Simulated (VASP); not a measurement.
Write the native input for VASP 6.6.1 that does the following.

```
Task                   : single point
Functional             : r2SCAN
Dispersion             : rVV10
Potentials or basis    : VASP PAW PBE potentials, release 64 (Te, Sb, Ge_d)
Cutoff                 : 520 eV
k mesh                 : 10 × 10 × 2
Occupations            : gaussian, width 0.03 eV
Spin                   : no spin polarisation
Dipole correction      : no
Further INCAR settings : ALGO = Normal; EDIFF = 1e-07; NBANDS = 44
```

Ge2Sb2Te5:

```xyz
9
Lattice="4.2113 0.0000 0.0000 -2.1056 3.6471 0.0000 0.0000 0.0000 17.7056" Properties=species:S:1:pos:R:3 pbc="T T T"
Te    0.0000    0.0000    0.0000
Te    2.1056    1.2157    3.7593
Te    0.0000    2.4314    7.3208
Te    2.1056    1.2157   10.3848
Te    0.0000    2.4314   13.9463
Sb    0.0000    2.4314    2.0167
Sb    2.1056    1.2157   15.6889
Ge    0.0000    0.0000    5.9176
Ge    0.0000    0.0000   11.7880
```

The input as run:

POSCAR

```
Ge2Sb2Te5
1.0
    4.2112544757      0.0000000000      0.0000000000
   -2.1056272379      3.6470533578      0.0000000000
    0.0000000000      0.0000000000     17.7056037341
Te Sb Ge
5 2 2
Direct
    0.0000000000      0.0000000000      0.0000000000
    0.6666666667      0.3333333333      0.2123239861
    0.3333333333      0.6666666667      0.4134742025
    0.6666666667      0.3333333333      0.5865257975
    0.3333333333      0.6666666667      0.7876760139
    0.3333333333      0.6666666667      0.1139028125
    0.6666666667      0.3333333333      0.8860971875
    0.0000000000      0.0000000000      0.3342219713
    0.0000000000      0.0000000000      0.6657780287
```

INCAR.step1

```
ALGO = Normal
EDIFF = 1E-4
ENCUT = 520
GGA = PE
ISMEAR = 0
LASPH = T
LCHARG = F
LREAL = F
LWAVE = T
NBANDS = 44
NELM = 60
PREC = Accurate
SIGMA = 0.03
```

INCAR.step2

```
ALGO = Normal
BPARAM = 11.95
CPARAM = 0.0093
EDIFF = 1E-7
ENCUT = 520
ISIF = 2
ISMEAR = 0
ISTART = 1
IVDW_NL = 2
LASPH = T
LCHARG = F
LMIXTAU = T
LREAL = F
LUSE_VDW = T
LWAVE = F
METAGGA = R2SCAN
NBANDS = 44
NELM = 60
PREC = Accurate
SIGMA = 0.03
```

KPOINTS

```
k-points
0
Gamma
  10 10 2
```

Potentials or basis: VASP PAW PBE potentials, release 64 (Te, Sb, Ge_d).

Run with:

```sh
$ cat potpaw_PBE.64/Te/POTCAR potpaw_PBE.64/Sb/POTCAR potpaw_PBE.64/Ge_d/POTCAR > POTCAR
$ cp INCAR.step1 INCAR
$ mpirun -np 1 vasp_std > vasp.out
$ cp INCAR.step2 INCAR
$ mpirun -np 1 vasp_std > vasp.out
```

It gave:

```json
{
 "Pressure": "0.2 GPa",
 "Largest force": "0.040 eV/Å",
 "Band gap on the k mesh": "zero (bands 34 and 35 overlap by 0.02 eV)"
}
```

Caveat: the PAW data sets were made with another functional, which shifts forces and pressure a little; spin-orbit coupling is left out, which moves the levels of the heavy elements.

Wall time 20 min on 1 thread of AMD EPYC 9R45 96-Core Processor (Zen 5) (shared host), peak memory 1.1 GiB.
